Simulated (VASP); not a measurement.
# Mg3CdSe4 (I4/mmm) in VASP: a series of runs

Mg3CdSe4 is run at these levels: PBE; tasks: single point, relaxation of cell and atoms.

Program: VASP 6.6.1. These are calculated values, not measurements. Logs are shortened: lines on timing, memory, paths and dates and some standing lists are left out, and cuts for length are marked.

## Step 1: The cell of the first run

The structure is tetragonal, space group I4/mmm (No. 139). The conventional cell has a = 5.574 Å, b = 5.574 Å, c = 11.172 Å, α = 90.00°, β = 90.00°, γ = 90.00°. Within 3.6 Å of Mg (site symmetry 4/mmm) lie 6 Se at 2.72 to 2.79 Å. Mg (site symmetry -4m2) has 6 Se at 2.79 Å within 3.7 Å. Cd (site symmetry 4/mmm) has 6 Se at 2.79 to 2.87 Å within 3.7 Å. Within 3.6 Å of Se (site symmetry 4mm) lie 5 Mg at 2.72 to 2.79 Å and 1 Cd at 2.87 Å. Within 3.7 Å of Se (site symmetry mmm) lie 4 Mg at 2.79 Å and 2 Cd at 2.79 Å.

## Step 2: Single point, PBE

The input, INCAR:

```
SYSTEM = Mg3CdSe4
PREC = Accurate
ENCUT = 520
EDIFF = 1E-7
ISMEAR = 0
SIGMA = 0.1
LREAL = .FALSE.
LASPH = .TRUE.
NELM = 80
ALGO = Normal
ISIF = 2
LWAVE = .FALSE.
LCHARG = .TRUE.
GGA = PE
LELF = .TRUE.
LVHAR = .TRUE.
NBANDS = 31
```

The input, KPOINTS:

```
regular mesh
0
G
  4 4 4
  0 0 0
```

The input, POSCAR:

```
Mg3CdSe4
1.0
   -2.7868135523      2.7868135523      5.5858481812
    2.7868135523     -2.7868135523      5.5858481812
    2.7868135523      2.7868135523     -5.5858481812
Mg Cd Se
3 1 4
Direct
    0.5000000000      0.5000000000      0.0000000000
    0.7500000000      0.2500000000      0.5000000000
    0.2500000000      0.7500000000      0.5000000000
    0.0000000000      0.0000000000      0.0000000000
    0.7433439631      0.7433439631      0.0000000000
    0.2566560369      0.2566560369      0.0000000000
    0.5000000000      0.0000000000      0.5000000000
    0.0000000000      0.5000000000      0.5000000000
```

Potentials or basis: VASP PAW PBE potentials, release 64 (Mg, Cd, Se).

Started as:

```
$ cat potpaw_PBE.64/Mg/POTCAR potpaw_PBE.64/Cd/POTCAR potpaw_PBE.64/Se/POTCAR > POTCAR
$ mpirun -np 1 vasp_std > vasp.out
```

OUTCAR:

```text
SYSTEM = Mg3CdSe4
   PREC = Accurate
   ENCUT = 520
   EDIFF = 1E-7
   ISMEAR = 0
   LREAL = .FALSE.
   LASPH = .TRUE.
   NELM = 80
   ISIF = 2
   GGA = PE

 ion  position               nearest neighbor table
   1  0.500  0.500  0.000-   5 2.72   6 2.72   7 2.79   8 2.79   7 2.79   8 2.79
   2  0.750  0.250  0.500-   6 2.79   5 2.79   6 2.79   5 2.79   7 2.79   8 2.79
   3  0.250  0.750  0.500-   6 2.79   5 2.79   6 2.79   5 2.79   7 2.79   8 2.79
   4  0.000  0.000  0.000-   7 2.79   8 2.79   8 2.79   7 2.79   5 2.87   6 2.87
   5  0.743  0.743  0.000-   1 2.72   2 2.79   3 2.79   2 2.79   3 2.79   4 2.87
   6  0.257  0.257  0.000-   1 2.72   2 2.79   3 2.79   3 2.79   2 2.79   4 2.87
   7  0.500  0.000  0.500-   1 2.79   4 2.79   1 2.79   4 2.79   3 2.79   2 2.79
   8  0.000  0.500  0.500-   1 2.79   4 2.79   4 2.79   1 2.79   3 2.79   2 2.79

  LATTYP: Found a body centered tetragonal cell.
 ALAT       =     5.5736271046
 C/A-ratio  =     2.0043853227

  Lattice vectors:

 A1 = (  -2.7868135523,   2.7868135523,   5.5858481812)
 A2 = (   2.7868135523,  -2.7868135523,   5.5858481812)
 A3 = (   2.7868135523,   2.7868135523,  -5.5858481812)

Analysis of symmetry for initial positions (statically):
=====================================================================
 Subroutine PRICEL returns:
 Original cell was already a primitive cell.

 Routine SETGRP: Setting up the symmetry group for a
 body centered tetragonal supercell.

 Subroutine GETGRP returns: Found 16 space group operations
 (whereof 16 operations were pure point group operations)
 out of a pool of 16 trial point group operations.

The static configuration has the point symmetry D_4h.

Analysis of symmetry for dynamics (positions and initial velocities):
=====================================================================
 Subroutine PRICEL returns:
 Original cell was already a primitive cell.

 Routine SETGRP: Setting up the symmetry group for a
 body centered tetragonal supercell.

 Subroutine GETGRP returns: Found 16 space group operations
 (whereof 16 operations were pure point group operations)
 out of a pool of 16 trial point group operations.

The dynamic configuration has the point symmetry D_4h.

 Subroutine INISYM returns: Found 16 space group operations
 (whereof 16 operations are pure point group operations),
 and found     1 'primitive' translations

----------------------------------------------------------------------------------------

                                     Primitive cell

  volume of cell :     173.5262

  direct lattice vectors                    reciprocal lattice vectors
    -2.786813552  2.786813552  5.585848181     0.000000000  0.179416380  0.089511921
     2.786813552 -2.786813552  5.585848181     0.179416380  0.000000000  0.089511921
     2.786813552  2.786813552 -5.585848181     0.179416380  0.179416380  0.000000000

  length of vectors
     6.836253320  6.836253320  6.836253320     0.200505914  0.200505914  0.253733078

  position of ions in fractional coordinates (direct lattice)
     0.500000000  0.500000000  0.000000000
     0.750000000  0.250000000  0.500000000
     0.250000000  0.750000000  0.500000000
     0.000000000  0.000000000  0.000000000
     0.743343963  0.743343963  0.000000000
     0.256656037  0.256656037  0.000000000
     0.500000000  0.000000000  0.500000000
     0.000000000  0.500000000  0.500000000

  ion indices of the primitive-cell ions
   primitive index   ion index
                 1           1
                 2           2
                 3           3
                 4           4
                 5           5
                 6           6
                 7           7
                 8           8

----------------------------------------------------------------------------------------

 KPOINTS: regular mesh

Automatic generation of k-mesh.
 Grid dimensions read from file:
 generate k-points for:    4    4    4

 Generating k-lattice:

  Cartesian coordinates                     Fractional coordinates (reciprocal lattice)
     0.000000000  0.044854095  0.022377980     0.250000000  0.000000000  0.000000000
     0.044854095  0.000000000  0.022377980     0.000000000  0.250000000  0.000000000
     0.044854095  0.044854095  0.000000000     0.000000000  0.000000000  0.250000000

  Length of vectors
     0.050126478  0.050126478  0.063433270

  Shift w.r.t. Gamma in fractional coordinates (k-lattice)
     0.000000000  0.000000000  0.000000000

 Subroutine IBZKPT returns following result:
 ===========================================

 Found     13 irreducible k-points:

 Following reciprocal coordinates:
            Coordinates               Weight
  0.000000  0.000000  0.000000      1.000000
  0.250000  0.000000 -0.000000      8.000000
  0.500000  0.000000 -0.000000      4.000000
  0.250000  0.250000 -0.000000      8.000000
  0.500000  0.250000 -0.000000     16.000000
 -0.250000  0.250000  0.000000      4.000000
  0.500000  0.500000 -0.000000      2.000000
  0.250000  0.250000  0.250000      2.000000
 -0.250000  0.250000  0.250000      4.000000
  0.500000  0.500000  0.250000      4.000000
 -0.250000  0.500000  0.250000      8.000000
 -0.250000 -0.250000  0.250000      2.000000
  0.500000  0.500000  0.500000      1.000000
   k-points           NKPTS =     13   k-points in BZ     NKDIM =     13   number of bands    NBANDS=     31
   number of dos      NEDOS =    301   number of ions     NIONS =      8
   total plane-waves  NPLWV = 157464
   dimension x,y,z NGX =    54 NGY =   54 NGZ =   54
   dimension x,y,z NGXF=   108 NGYF=  108 NGZF=  108
   ions per type =               3   1   4
   NGX,Y,Z   is equivalent  to a cutoff of  13.13, 13.13, 13.13 a.u.
   NGXF,Y,Z  is equivalent  to a cutoff of  26.26, 26.26, 26.26 a.u.
 SYSTEM =  Mg3CdSe4
   PREC   = accura    normal or accurate (medium, high low for compatibility)
   ISTART =      0    job   : 0-new  1-cont  2-samecut
   ICHARG =      2    charge: 1-file 2-atom 10-const
   ISPIN  =      1    spin polarized calculation?
   LNONCOLLINEAR =      F non collinear calculations
   LSORBIT =      F    spin-orbit coupling
   LASPH  =      T    aspherical Exc in radial PAW
   ENCUT  =  520.0 eV  38.22 Ry    6.18 a.u.  12.71 12.71 12.71*2*pi/ulx,y,z
   NELM   =     80;   NELMIN=  2; NELMDL= -5     # of ELM steps
   EDIFF  = 0.1E-06   stopping-criterion for ELM
   LREAL  =      F    real-space projection
   EDIFFG = 0.1E-05   stopping-criterion for IOM
   NSW    =      0    number of steps for IOM
   IBRION =     -1    ionic relax: 0-MD 1-quasi-New 2-CG
   NFREE  =      0    steps in history (QN), initial steepest desc. (CG)
   ISIF   =      2    stress and relaxation
   ISYM   =      2    0-nonsym 1-usesym 2-fastsym
   POTIM  = 0.5000    time-step for ionic-motion
   TEBEG  =    0.0;   TEEND  =   0.0 temperature during run
   PSTRESS=    0.0 pullay stress
   NELECT =      42.0000    total number of electrons
   NUPDOWN=      -1.0000    fix difference up-down
   EMIN   =  10.00;   EMAX   =-10.00  energy-range for DOS
   EFERMI =   0.00;   METHOD = LEGACY
   ISMEAR =     0;   SIGMA  =   0.10  broadening in eV -4-tet -1-fermi 0-gaus
   EFERMI_NEDOS =   21; number of points for ismear=-14 and -15
   IALGO  =     38    algorithm
   IMIX   =      4    mixing-type and parameters
     AMIX     =   0.40;   BMIX     =  1.00
     AMIX_MAG =   1.60;   BMIX_MAG =  1.00
  volume/ion in A,a.u.               =      21.69       146.38
  Fermi-wavevector in a.u.,A,eV,Ry     =   1.020241  1.927977 14.162203  1.040893
  Thomas-Fermi vector in A             =   2.153800
   LORBIT       =      0    0 simple, 1 ext, 2 COOP (PROOUT), +10 PAW based schemes
   GGA     = PE    functional components
   LHFCALC =     F    Hartree Fock is set to
   AEXX    =    0.0000 exact exchange contribution
   IVDW    =     0    specifies the selected vdW correction
   LEPSILON=     F    determine dielectric tensor
   LRPA    =     F    only Hartree local field effects (RPA)
 non-spin polarized calculation
 Gauss-broadening in eV      SIGMA  =   0.10
  energy-cutoff  :      520.00
  volume of cell :      173.53
 maximum number of plane-waves:      4725
 NGX is ok and might be reduce to    54
   NGX = 25   NGY = 25   NGZ = 25

 number of electron      42.0000002 magnetization

 Free energy of the ion-electron system (eV)
  ---------------------------------------------------
  ext. energy  EPLUGINS =         0.00000000
  ---------------------------------------------------
  free energy    TOTEN  =       -27.55377798 eV

  energy without entropy =      -27.55318334  energy(sigma->0) =      -27.55348066

 E-fermi :   3.2060     XC(G=0):  -9.5201

 val. band max:        3.0528198235   @ k =   0.5000   0.5000  -0.0000
 cond. band min:       3.3161817552   @ k =   0.5000   0.5000   0.5000
 fundamental gap:      0.2633619317
 Fermi energy:         3.2060038690

 k-point     1 :       0.0000    0.0000    0.0000
  band No.  band energies     occupation
      1     -10.0301      2.00000
      2      -8.9450      2.00000
      3      -8.8723      2.00000
      4      -8.6916      2.00000
      5      -4.9508      2.00000
      6      -4.9508      2.00000
[... 23 lines left out ...]
     30      10.0421      0.00000
     31      10.1762      0.00000

 k-point     2 :       0.2500    0.0000   -0.0000
  band No.  band energies     occupation
      1      -9.8319      2.00000
      2      -9.0041      2.00000
      3      -8.8888      2.00000
      4      -8.7768      2.00000
      5      -4.9792      2.00000
      6      -4.9564      2.00000
[... 23 lines left out ...]
     30       9.6017      0.00000
     31      10.0262      0.00000

 k-point     3 :       0.5000    0.0000   -0.0000
  band No.  band energies     occupation
      1      -9.3803      2.00000
      2      -9.3396      2.00000
      3      -8.9524      2.00000
      4      -8.7955      2.00000
      5      -5.1930      2.00000
      6      -4.9773      2.00000
[... 329 lines left out ...]
     30      10.0704      0.00000
     31      10.9100      0.00000

 k-point    13 :       0.5000    0.5000    0.5000
  band No.  band energies     occupation
      1      -9.5542      2.00000
      2      -9.3949      2.00000
      3      -8.9698      2.00000
      4      -8.7705      2.00000
      5      -4.9411      2.00000
      6      -4.9406      2.00000
[... 23 lines left out ...]
     30       9.5408      0.00000
     31       9.6345      0.00000

------------------------ aborting loop because EDIFF is reached ----------------------------------------

  FORCE on cell =-STRESS in cart. coord.  units (eV):
  Direction    XX          YY          ZZ          XY          YZ          ZX
  --------------------------------------------------------------------------------------
  -------------------------------------------------------------------------------------
  Total       -0.0126503     -0.0126503     -0.0327601      0.0000000      0.0000000     -0.0000000
  in kB       -0.1168011     -0.1168011     -0.3024760      0.0000000      0.0000000     -0.0000000
  external PRESSURE =      -0.1786927 kB  Pullay stress =       0.0000000 kB

 VOLUME and BASIS-vectors are now :
 -----------------------------------------------------------------------------
  energy-cutoff  :      520.00
  volume of cell :      173.53
      direct lattice vectors                 reciprocal lattice vectors
    -2.786813552  2.786813552  5.585848181     0.000000000  0.179416380  0.089511921
     2.786813552 -2.786813552  5.585848181     0.179416380  0.000000000  0.089511921
     2.786813552  2.786813552 -5.585848181     0.179416380  0.179416380  0.000000000

 POSITION                                       TOTAL-FORCE (eV/Angst)
 -----------------------------------------------------------------------------------
      0.00000      0.00000      5.58585        -0.000000     -0.000000      0.000000
      0.00000      2.78681      2.79292        -0.000000     -0.000000     -0.000000
      2.78681      0.00000      2.79292        -0.000000     -0.000000      0.000000
      0.00000      0.00000      0.00000        -0.000000     -0.000000     -0.000000
      0.00000      0.00000      8.30441        -0.000000     -0.000000     -0.007413
      0.00000      0.00000      2.86728         0.000000      0.000000      0.007413
      0.00000      2.78681      0.00000        -0.000000     -0.000000      0.000000
      2.78681      0.00000      0.00000        -0.000000     -0.000000      0.000000
 -----------------------------------------------------------------------------------
    total drift:                                0.000000     -0.000000     -0.000000

  FREE ENERGIE OF THE ION-ELECTRON SYSTEM (eV)
  ---------------------------------------------------
  free  energy   TOTEN  =       -27.5537779836 eV

  energy  without entropy=      -27.5531833372  energy(sigma->0) =      -27.55348066
```

Wall time 4.7 min (1 thread of Intel Xeon 8259CL, shared host); peak memory 0.42 GiB.

Results:

```yaml
Free_energy: -27.5538 eV
Pressure: 0.0 GPa
Largest_force: 0.007 eV/Å
Band_gap_on_the_k_mesh: 0.26 eV (least direct gap 0.98 eV)
```

Forces in eV/Å, atoms in the order of the input:
```
Mg   0.000  0.000  0.000
Mg   0.000  0.000  0.000
Mg   0.000  0.000  0.000
Cd   0.000  0.000  0.000
Se   0.000  0.000 -0.007
Se   0.000  0.000  0.007
Se   0.000  0.000  0.000
Se   0.000  0.000  0.000
```

## Step 3: Single point, PBE

This run uses another cell than the first one, of 23.50 Å³/atom.

The input, INCAR:

```
SYSTEM = Mg3CdSe4
  PREC = Accurate
  ENCUT = 520
  EDIFF = 1E-7
  ISMEAR = 0
  SIGMA = 0.1
  LREAL = .False.
  LASPH = .True.
  NELM = 80
  ALGO = Normal
  ISIF = 2
  LWAVE = .False.
  LCHARG = .False.
  GGA = PE
  NBANDS = 31
```

The input, KPOINTS:

```
Automatic mesh
0
Gamma
  4 4 4
  0 0 0
```

The input, POSCAR:

```
Mg3CdSe4
1.0
   -2.8644189000      2.8644189000      5.7288378000
    2.8644189000     -2.8644189000      5.7288378000
    2.8644189000      2.8644189000     -5.7288378000
Mg Cd Se
3 1 4
Direct
    0.5000000000      0.5000000000      0.0000000000
    0.7500000000      0.2500000000      0.5000000000
    0.2500000000      0.7500000000      0.5000000000
    0.0000000000      0.0000000000      0.0000000000
    0.7500000000      0.7500000000      0.0000000000
    0.2500000000      0.2500000000      0.0000000000
    0.5000000000      0.0000000000      0.5000000000
    0.0000000000      0.5000000000      0.5000000000
```

Potentials or basis: VASP PAW PBE potentials, release 64 (Mg, Cd, Se).

Started as:

```
$ cat potpaw_PBE.64/Mg/POTCAR potpaw_PBE.64/Cd/POTCAR potpaw_PBE.64/Se/POTCAR > POTCAR
$ mpirun -np 1 vasp_std > vasp.out
```

Run time: 5 min. Hardware: 1 thread of Intel Xeon 8259CL, shared host; peak memory 0.44 GiB.

Results (log left out):

```
Free energy            : -27.3292 eV
Pressure               : -4.1 GPa
Largest force          : 0.294 eV/Å
Band gap on the k mesh : 0.33 eV (least direct gap 0.92 eV)
```

Forces in eV/Å, atoms in the order of the input:
```
Mg   0.000  0.000  0.000
Mg   0.000  0.000  0.000
Mg   0.000  0.000  0.000
Cd   0.000  0.000  0.000
Se   0.000  0.000 -0.294
Se   0.000  0.000  0.294
Se   0.000  0.000  0.000
Se   0.000  0.000  0.000
```

Stress tensor (GPa, compression positive):
```
-4.11  0.00  0.00
 0.00 -4.11  0.00
 0.00  0.00 -4.01
```

Levels at points of the mesh, in eV from the valence-band top:
```csv
k point,band 17,band 18,band 19,band 20,band 21,band 22,band 23,band 24,band 25,band 26
"(0.00, 0.00, 0.00)",-1.84,-1.84,-0.38,-0.38,-0.38,0.54,1.29,3.40,3.61,4.32
"(0.50, 0.00, 0.00)",-1.62,-1.49,-1.48,-0.92,-0.56,3.17,3.68,3.86,3.87,5.35
"(0.50, 0.50, 0.00)",-0.81,-0.78,-0.74,-0.35,0.00,3.23,3.27,4.03,4.16,5.19
"(0.50, 0.50, 0.50)",-1.81,-1.24,-1.24,-1.13,-1.13,0.33,1.20,2.98,3.17,4.34
```

Caveat: the cell stands under tension. A k mesh can miss the band edges.

(Part 1 of 2 ends here.)
